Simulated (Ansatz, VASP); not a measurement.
# Pt in VASP and in Ansatz

The input INCAR:

```
SYSTEM = Pt
PREC = Accurate
ENCUT = 520
EDIFF = 1E-6
ISMEAR = 0
SIGMA = 0.05
LREAL = .FALSE.
LASPH = .TRUE.
NELM = 60
ALGO = Normal
ISIF = 2
LWAVE = .FALSE.
LCHARG = .FALSE.
GGA = CA
NBANDS = 11
```

The input KPOINTS:

```
regular mesh
0
G
  18 18 18
  0 0 0
```

File POSCAR:

```
Pt
1.0
    0.0000000000      1.9600000000      1.9600000000
    1.9600000000      0.0000000000      1.9600000000
    1.9600000000      1.9600000000      0.0000000000
Pt
1
Direct
    0.0000000000      0.0000000000      0.0000000000
```

Input for Ansatz:

```yaml
crystal:
  lattice:
    - [0.0, 1.96, 1.96]
    - [1.96, 0.0, 1.96]
    - [1.96, 1.96, 0.0]
  atoms:
    - { symbol: Pt, position: [0.0, 0.0, 0.0] }
basis:
  ecutwfc: 420
  ecutrho_ratio: 4
kpoints:
  mp_grid: { grid: [18, 18, 18] }
hamiltonian:
  xc: lda
scf:
  occupations: { method: gaussian, width: 0.05 }
output:
  forces: true
  stress: true
  eigenvalues: true
```

Alike in both runs: task single point; functional LDA; k mesh 18 × 18 × 18; occupations gaussian, width 0.05 eV; no spin polarisation.

|  | VASP | Ansatz |
| --- | --- | --- |
| version | VASP 6.6.1 | Ansatz 0.2.0 |
| potentials or method | VASP PAW LDA potentials, release 64 (Pt), cutoff 520 eV | scalar-relativistic, plane waves, PAW |
| valence electrons in the cell | 10 | 18 |

```tsv
	VASP	Ansatz	Ansatz less VASP
pressure (GPa)	-5.2	-5.9	-0.70
```

LDA's correlation is that of Perdew and Zunger in VASP and of Perdew and Wang (1992) in Ansatz. VASP's potentials hold 10 valence electrons a cell and Ansatz's 18, so a difference there can come from the potentials and not from the codes.

Neither program's run includes spin-orbit coupling.
